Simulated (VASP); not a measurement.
# SnO2 (I4_1/amd) in VASP: a series of runs

SnO2 is run at these levels: r2SCAN; tasks: single point.

Everything below comes from runs of VASP 6.6.1. Logs are shortened: lines on timing, memory, paths and dates and some standing lists are left out, and cuts for length are marked.

## (1) The cell of the first run

The structure is tetragonal, space group I4_1/amd (No. 141). The conventional cell has a = 4.000 Å, b = 4.000 Å, c = 10.247 Å, α = 90.00°, β = 90.00°, γ = 90.00°. Within 2.7 Å of Sn (site symmetry -4m2) lie 6 O at 2.06 to 2.09 Å. Within 2.7 Å of O (site symmetry 2mm) lie 3 Sn at 2.06 to 2.09 Å and 2 O at 2.57 Å.

## (2) Single point, r2SCAN

Input file POSCAR:

```
SnO2
1.0
   -2.0000686112      2.0000686112      5.1236788559
    2.0000686112     -2.0000686112      5.1236788559
    2.0000686112      2.0000686112     -5.1236788559
Sn O
2 4
Direct
    0.7500000000      0.2500000000      0.5000000000
    0.0000000000      0.0000000000      0.0000000000
    0.7965225900      0.7965225900      0.0000000000
    0.9534774100      0.4534774100      0.5000000000
    0.2034774100      0.2034774100      0.0000000000
    0.5465225900      0.0465225900      0.5000000000
```

Input file INCAR.step1:

```
PREC = Accurate
ENCUT = 520
ISMEAR = 0
SIGMA = 0.1
LREAL = F
LASPH = T
NELM = 100
NBANDS = 35
GGA = PE
ALGO = Normal
EDIFF = 1E-4
LWAVE = T
LCHARG = F
```

Input file INCAR.step2:

```
PREC = Accurate
ENCUT = 520
EDIFF = 1E-6
ISMEAR = 0
SIGMA = 0.1
LREAL = F
LASPH = T
NELM = 100
ALGO = Normal
ISIF = 2
LWAVE = F
LCHARG = T
METAGGA = R2SCAN
LMIXTAU = T
LELF = T
LVHAR = T
NBANDS = 35
ISTART = 1
```

Input file KPOINTS:

```
regular mesh
0
Gamma
  6 6 6
```

Potentials or basis: VASP PAW PBE potentials, release 64 (Sn_d, O).

The run is started by

```console
> cat potpaw_PBE.64/Sn_d/POTCAR potpaw_PBE.64/O/POTCAR > POTCAR
> cp INCAR.step1 INCAR
> mpirun -np 1 vasp_std > vasp.out
> cp INCAR.step2 INCAR
> mpirun -np 1 vasp_std > vasp.out
```

OUTCAR:

```text
PREC = Accurate
   ENCUT = 520
   EDIFF = 1E-6
   ISMEAR = 0
   LREAL = F
   LASPH = T
   NELM = 100
   ISIF = 2
   METAGGA = R2SCAN
   ISTART = 1

 ion  position               nearest neighbor table
   1  0.750  0.250  0.500-   3 2.06   5 2.06   3 2.06   5 2.06   4 2.09   6 2.09   2 3.25   2 3.25
                             2 3.25   2 3.25
   2  0.000  0.000  0.000-   6 2.06   4 2.06   6 2.06   4 2.06   3 2.09   5 2.09   1 3.25   1 3.25
                             1 3.25   1 3.25
   3  0.797  0.797  0.000-   1 2.06   1 2.06   2 2.09
   4  0.953  0.453  0.500-   2 2.06   2 2.06   1 2.09
   5  0.203  0.203  0.000-   1 2.06   1 2.06   2 2.09
   6  0.547  0.047  0.500-   2 2.06   2 2.06   1 2.09

  LATTYP: Found a body centered tetragonal cell.
 ALAT       =     4.0001372224
 C/A-ratio  =     2.5617515455

  Lattice vectors:

 A1 = (  -2.0000686112,   2.0000686112,   5.1236788559)
 A2 = (   2.0000686112,  -2.0000686112,   5.1236788559)
 A3 = (   2.0000686112,   2.0000686112,  -5.1236788559)

Analysis of symmetry for initial positions (statically):
=====================================================================
 Subroutine PRICEL returns:
 Original cell was already a primitive cell.

 Routine SETGRP: Setting up the symmetry group for a
 body centered tetragonal supercell.

 Subroutine GETGRP returns: Found 16 space group operations
 (whereof  8 operations were pure point group operations)
 out of a pool of 16 trial point group operations.

The static configuration has the point symmetry D_2d.
 The point group associated with its full space group is D_4h.

Analysis of symmetry for dynamics (positions and initial velocities):
=====================================================================
 Subroutine PRICEL returns:
 Original cell was already a primitive cell.

 Routine SETGRP: Setting up the symmetry group for a
 body centered tetragonal supercell.

 Subroutine GETGRP returns: Found 16 space group operations
 (whereof  8 operations were pure point group operations)
 out of a pool of 16 trial point group operations.

The dynamic configuration has the point symmetry D_2d.
 The point group associated with its full space group is D_4h.

 Subroutine INISYM returns: Found 16 space group operations
 (whereof  8 operations are pure point group operations),
 and found     1 'primitive' translations

----------------------------------------------------------------------------------------

                                     Primitive cell

  volume of cell :      81.9845

  direct lattice vectors                    reciprocal lattice vectors
    -2.000068611  2.000068611  5.123678856     0.000000000  0.249991424  0.097586132
     2.000068611 -2.000068611  5.123678856     0.249991424  0.000000000  0.097586132
     2.000068611  2.000068611 -5.123678856     0.249991424  0.249991424  0.000000000

  length of vectors
     5.852574982  5.852574982  5.852574982     0.268363122  0.268363122  0.353541262

  position of ions in fractional coordinates (direct lattice)
     0.750000000  0.250000000  0.500000000
     0.000000000  0.000000000  0.000000000
     0.796522590  0.796522590  0.000000000
     0.953477410  0.453477410  0.500000000
     0.203477410  0.203477410  0.000000000
     0.546522590  0.046522590  0.500000000

  ion indices of the primitive-cell ions
   primitive index   ion index
                 1           1
                 2           2
                 3           3
                 4           4
                 5           5
                 6           6

----------------------------------------------------------------------------------------

 KPOINTS: regular mesh

Automatic generation of k-mesh.
 Grid dimensions read from file:
 generate k-points for:    6    6    6

 Generating k-lattice:

  Cartesian coordinates                     Fractional coordinates (reciprocal lattice)
     0.000000000  0.041665237  0.016264355     0.166666667  0.000000000  0.000000000
     0.041665237  0.000000000  0.016264355     0.000000000  0.166666667  0.000000000
     0.041665237  0.041665237  0.000000000     0.000000000  0.000000000  0.166666667

  Length of vectors
     0.044727187  0.044727187  0.058923544

  Shift w.r.t. Gamma in fractional coordinates (k-lattice)
     0.000000000  0.000000000  0.000000000

 Subroutine IBZKPT returns following result:
 ===========================================

 Found     30 irreducible k-points:

 Following reciprocal coordinates:
            Coordinates               Weight
  0.000000  0.000000  0.000000      1.000000
  0.166667  0.000000  0.000000      8.000000
  0.333333  0.000000  0.000000      8.000000
  0.500000  0.000000  0.000000      4.000000
  0.166667  0.166667  0.000000      8.000000
  0.333333  0.166667  0.000000     16.000000
[... 16 lines left out ...]
 -0.333333 -0.333333  0.166667      8.000000
 -0.166667 -0.333333  0.166667      8.000000
 [... further k-points ...]
   k-points           NKPTS =     30   k-points in BZ     NKDIM =     30   number of bands    NBANDS=     35
   number of dos      NEDOS =    301   number of ions     NIONS =      6
   total plane-waves  NPLWV = 110592
   dimension x,y,z NGX =    48 NGY =   48 NGZ =   48
   dimension x,y,z NGXF=    96 NGYF=   96 NGZF=   96
   ions per type =               2   4
   NGX,Y,Z   is equivalent  to a cutoff of  13.63, 13.63, 13.63 a.u.
   NGXF,Y,Z  is equivalent  to a cutoff of  27.27, 27.27, 27.27 a.u.
 SYSTEM =  unknown system
   PREC   = accura    normal or accurate (medium, high low for compatibility)
   ISTART =      1    job   : 0-new  1-cont  2-samecut
   ICHARG =      0    charge: 1-file 2-atom 10-const
   ISPIN  =      1    spin polarized calculation?
   LNONCOLLINEAR =      F non collinear calculations
   LSORBIT =      F    spin-orbit coupling
   LASPH  =      T    aspherical Exc in radial PAW
   ENCUT  =  520.0 eV  38.22 Ry    6.18 a.u.  10.88 10.88 10.88*2*pi/ulx,y,z
   NELM   =    100;   NELMIN=  2; NELMDL=  0     # of ELM steps
   EDIFF  = 0.1E-05   stopping-criterion for ELM
   LREAL  =      F    real-space projection
   EDIFFG = 0.1E-04   stopping-criterion for IOM
   NSW    =      0    number of steps for IOM
   IBRION =     -1    ionic relax: 0-MD 1-quasi-New 2-CG
   NFREE  =      0    steps in history (QN), initial steepest desc. (CG)
   ISIF   =      2    stress and relaxation
   ISYM   =      2    0-nonsym 1-usesym 2-fastsym
   POTIM  = 0.5000    time-step for ionic-motion
   TEBEG  =    0.0;   TEEND  =   0.0 temperature during run
   PSTRESS=    0.0 pullay stress
   NELECT =      52.0000    total number of electrons
   NUPDOWN=      -1.0000    fix difference up-down
   EMIN   =  10.00;   EMAX   =-10.00  energy-range for DOS
   EFERMI =   0.00;   METHOD = LEGACY
   ISMEAR =     0;   SIGMA  =   0.10  broadening in eV -4-tet -1-fermi 0-gaus
   EFERMI_NEDOS =   21; number of points for ismear=-14 and -15
   IALGO  =     38    algorithm
   IMIX   =      4    mixing-type and parameters
     AMIX     =   0.40;   BMIX     =  1.00
     AMIX_MAG =   1.60;   BMIX_MAG =  1.00
  volume/ion in A,a.u.               =      13.66        92.21
  Fermi-wavevector in a.u.,A,eV,Ry     =   1.406583  2.658057 26.918799  1.978476
  Thomas-Fermi vector in A             =   2.528929
   LORBIT       =      0    0 simple, 1 ext, 2 COOP (PROOUT), +10 PAW based schemes
   METAGGA = R2SCAN    functional components
   LHFCALC =     F    Hartree Fock is set to
   AEXX    =    0.0000 exact exchange contribution
   IVDW    =     0    specifies the selected vdW correction
   LEPSILON=     F    determine dielectric tensor
   LRPA    =     F    only Hartree local field effects (RPA)
 non-spin polarized calculation
 Gauss-broadening in eV      SIGMA  =   0.10
  energy-cutoff  :      520.00
  volume of cell :       81.98
 maximum number of plane-waves:      2244
 NGX is ok and might be reduce to    48
   NGX = 21   NGY = 21   NGZ = 21

 number of electron      52.0000007 magnetization

 Free energy of the ion-electron system (eV)
  ---------------------------------------------------
  ext. energy  EPLUGINS =         0.00000000
  ---------------------------------------------------
  free energy    TOTEN  =       -84.10804073 eV

  energy without entropy =      -84.10804073  energy(sigma->0) =      -84.10804073

 E-fermi :   4.1440     XC(G=0): -11.0484

 val. band max:        3.6070103504   @ k =   0.3333   0.3333   0.1667
 cond. band min:       5.9139804441   @ k =   0.0000   0.0000   0.0000
 fundamental gap:      2.3069700937
 Fermi energy:         4.1439922584

 k-point     1 :       0.0000    0.0000    0.0000
  band No.  band energies     occupation
      1     -17.4222      2.00000
      2     -17.4035      2.00000
      3     -17.2451      2.00000
      4     -16.5572      2.00000
      5     -16.4002      2.00000
      6     -16.4002      2.00000
[... 27 lines left out ...]
     34      16.7443      0.00000
     35      17.0472      0.00000

 k-point     2 :       0.1667    0.0000    0.0000
  band No.  band energies     occupation
      1     -17.4501      2.00000
      2     -17.2840      2.00000
      3     -17.1880      2.00000
      4     -16.5729      2.00000
      5     -16.4061      2.00000
      6     -16.3970      2.00000
[... 27 lines left out ...]
     34      16.1242      0.00000
     35      16.5930      0.00000

 k-point     3 :       0.3333    0.0000    0.0000
  band No.  band energies     occupation
      1     -17.4417      2.00000
      2     -17.2033      2.00000
      3     -16.9606      2.00000
      4     -16.6085      2.00000
      5     -16.4169      2.00000
      6     -16.3953      2.00000
[... 27 lines left out ...]
     34      15.9664      0.00000
     35      16.3880      0.00000

 k-point     4 :       0.5000    0.0000    0.0000
  band No.  band energies     occupation
      1     -17.4382      2.00000
      2     -17.1700      2.00000
      3     -16.8263      2.00000
      4     -16.6316      2.00000
      5     -16.4218      2.00000
      6     -16.3901      2.00000
[... 27 lines left out ...]
     34      16.6055      0.00000
     35      17.2260      0.00000

 k-point     5 :       0.1667    0.1667    0.0000
  band No.  band energies     occupation
      1     -17.4478      2.00000
      2     -17.2214      2.00000
      3     -17.1133      2.00000
      4     -16.5321      2.00000
      5     -16.4280      2.00000
      6     -16.3916      2.00000
[... 638 lines left out ...]
 k-point    22 :      -0.1667    0.5000    0.1667
  band No.  band energies     occupation
      1     -17.4814      2.00000
      2     -17.2840      2.00000
      3     -16.8675      2.00000
      4     -16.4652      2.00000
      5     -16.4295      2.00000
      6     -16.4269      2.00000
[... 27 lines left out ...]
     34      16.1580      0.00000
     35      16.4458      0.00000

 k-point    23 :      -0.3333   -0.3333    0.1667
  band No.  band energies     occupation
      1     -17.5004      2.00000
      2     -17.3771      2.00000
      3     -16.8856      2.00000
      4     -16.5001      2.00000
      5     -16.4075      2.00000
      6     -16.4064      2.00000
[... 27 lines left out ...]
     34      16.3355      0.00000
     35      16.9858      0.00000

 k-point    24 :      -0.1667   -0.3333    0.1667
  band No.  band energies     occupation
      1     -17.5420      2.00000
      2     -17.3623      2.00000
      3     -17.0431      2.00000
      4     -16.4614      2.00000
      5     -16.4224      2.00000
      6     -16.4172      2.00000
[... 27 lines left out ...]
     34      16.5747      0.00000
     35      16.6181      0.00000

 [... further k-points ...]

------------------------ aborting loop because EDIFF is reached ----------------------------------------

  FORCE on cell =-STRESS in cart. coord.  units (eV):
  Direction    XX          YY          ZZ          XY          YZ          ZX
  --------------------------------------------------------------------------------------
  -------------------------------------------------------------------------------------
  Total        0.1175810      0.1175810     -0.0891079      0.0000000      0.0000000      0.0000000
  in kB        2.2978203      2.2978203     -1.7413859      0.0000000      0.0000000      0.0000000
  external PRESSURE =       0.9514183 kB  Pullay stress =       0.0000000 kB

 VOLUME and BASIS-vectors are now :
 -----------------------------------------------------------------------------
  energy-cutoff  :      520.00
  volume of cell :       81.98
      direct lattice vectors                 reciprocal lattice vectors
    -2.000068611  2.000068611  5.123678856     0.000000000  0.249991424  0.097586132
     2.000068611 -2.000068611  5.123678856     0.249991424  0.000000000  0.097586132
     2.000068611  2.000068611 -5.123678856     0.249991424  0.249991424  0.000000000

 POSITION                                       TOTAL-FORCE (eV/Angst)
 -----------------------------------------------------------------------------------
     -0.00000      2.00007      2.56184        -0.000000     -0.000000     -0.000000
      0.00000      0.00000      0.00000        -0.000000     -0.000000      0.000000
      0.00000      0.00000      8.16225        -0.000000      0.000000      0.009733
      0.00000      2.00007      4.64695         0.000000     -0.000000     -0.009733
      0.00000      0.00000      2.08511        -0.000000      0.000000     -0.009733
      0.00000      2.00007      0.47673         0.000000     -0.000000      0.009733
 -----------------------------------------------------------------------------------
    total drift:                               -0.000000      0.000000     -0.000000

  FREE ENERGIE OF THE ION-ELECTRON SYSTEM (eV)
  ---------------------------------------------------
  free  energy   TOTEN  =       -84.1080407349 eV

  energy  without entropy=      -84.1080407349  energy(sigma->0) =      -84.10804073
```

It took 6.1 min on 1 thread of Intel Xeon 6975P-C (Granite Rapids), shared host; peak memory 0.38 GiB.

What came out:

- Free energy: -84.1080 eV
- Pressure: 0.1 GPa
- Largest force: 0.010 eV/Å
- Band gap on the k mesh: 2.31 eV (least direct gap 2.70 eV)

Forces on the atoms (eV/Å):
```
Sn   0.000  0.000  0.000
Sn   0.000  0.000  0.000
O    0.000  0.000  0.010
O    0.000  0.000 -0.010
O    0.000  0.000 -0.010
O    0.000  0.000  0.010
```

Stress tensor (GPa, compression positive):
```
 0.23  0.00  0.00
 0.00  0.23  0.00
 0.00  0.00 -0.17
```

Caveat: the PAW data sets were made with another functional, which shifts forces and pressure a little; spin-orbit coupling is left out, which moves the levels of the heavy elements. A k mesh can miss the band edges.

(Part 1 of 2 ends here.)
